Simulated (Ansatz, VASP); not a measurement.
## Two plane-wave programs on InP2N3

INCAR

```
PREC = Accurate
ENCUT = 600
EDIFF = 1E-7
ISMEAR = 0
SIGMA = 0.1
LREAL = False
LASPH = True
NELM = 80
ALGO = Normal
ISIF = 3
LWAVE = False
LCHARG = False
GGA = PE
IBRION = 2
NSW = 90
EDIFFG = -0.04
```

File KPOINTS:

```
Automatic mesh
0
Gamma
  6 6 2
```

The input POSCAR:

```
InP2N3
1.0
    3.3073196600      0.0000000000      0.0000000000
   -1.6536598300      2.8642228400      0.0000000000
    0.0000000000      0.0000000000      8.4384093900
In P N
1 2 3
Direct
    0.0000000000      0.0000000000      0.5000000000
    0.3333333300      0.6666666700      0.1481249900
    0.6666666700      0.3333333300      0.8518750100
    0.3333333300      0.6666666700      0.7056319700
    0.0000000000      0.0000000000      0.0000000000
    0.6666666700      0.3333333300      0.2943680300
```

Input for Ansatz:

```yaml
crystal:
  lattice:
    - [3.30731966, 0.0, 0.0]
    - [-1.65365983, 2.86422284, 0.0]
    - [0.0, 0.0, 8.43840939]
  atoms:
    - { symbol: In, position: [0.0, 0.0, 0.5] }
    - { symbol: P, position: [0.33333333, 0.66666667, 0.14812499] }
    - { symbol: P, position: [0.66666667, 0.33333333, 0.85187501] }
    - { symbol: "N", position: [0.33333333, 0.66666667, 0.70563197] }
    - { symbol: "N", position: [0.0, 0.0, 0.0] }
    - { symbol: "N", position: [0.66666667, 0.33333333, 0.29436803] }
basis:
  ecutwfc: 420
kpoints:
  mp_grid: { grid: [6, 6, 2] }
hamiltonian:
  xc: pbe
scf:
  occupations: { method: gaussian, width: 0.1 }
  lower_state_search: "off"
output:
  forces: true
  stress: true
  eigenvalues: true
relax:
  adjacent_minimum: "off"
  f_tol: 0.04
  max_steps: 70
  cell: { stress_tol: 0.4 }
```

Change from the starting cell: species swapped into the NaTi2O3 type (P-3m1, No. 164).

Alike in both runs: task relaxation of cell and atoms; functional PBE; k mesh 6 × 6 × 2; occupations gaussian, width 0.1 eV; no spin polarisation.

|  | VASP | Ansatz |
| --- | --- | --- |
| version | VASP 6.6.1 | Ansatz 0.2.0 |
| potentials or method | VASP PAW PBE potentials, release 64 (In_d, P, N), cutoff 600 eV | scalar-relativistic, plane waves, PAW |
| valence electrons in the cell | 38 | 38 |

```csv
,VASP,Ansatz,Ansatz less VASP
"gap on the k mesh at the Fermi level, each at its own relaxed structure (eV)",none,none,-
relaxed volume (Å³/atom),11.47,11.32,-0.153
relaxed cell length with the largest relative difference (Å),9.690,7.691,-1.9989
```

A gap of «none» marks a metal or a gap that the smearing closes. One of these differences is far larger than is usual between the two programs; its cause wasn't traced.

The k mesh is coarse, so the values compare programs but aren't converged.
